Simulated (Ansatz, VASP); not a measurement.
Rh: VASP beside Ansatz

```
Rh
1.0
     0.00000    1.91522    1.91522
     1.91522    0.00000    1.91522
     1.91522    1.91522    0.00000
Rh
1
Direct
  0.00000 0.00000 0.00000
```

Alike in both runs: functional PBE; k mesh 14 × 14 × 14; occupations fermi-dirac, width 0.05 eV; collinear spin.

Ansatz relaxed the structure, and its values are those at the end. VASP's run is a single point on that final structure, the one shown.

|  | VASP | Ansatz |
| --- | --- | --- |
| version | VASP 6.6.1 | Ansatz 0.2.0 |
| potentials or method | VASP PAW PBE potentials, release 64 (Rh_pv), cutoff 520 eV | plane waves (420 eV) with PAW, scalar-relativistic |
| valence electrons in the cell | 15 | 17 |

|  | VASP | Ansatz | Ansatz less VASP |
| --- | --- | --- | --- |
| pressure (GPa) | 0.0 | 0.0 | -0.04 |
| net moment per atom (μB) | 0.00 | 0.00 | 0.000 |

VASP's potentials hold 15 valence electrons a cell and Ansatz's 17, so a difference there can come from the potentials and not from the codes. Ansatz's warnings: seeded moment not kept.
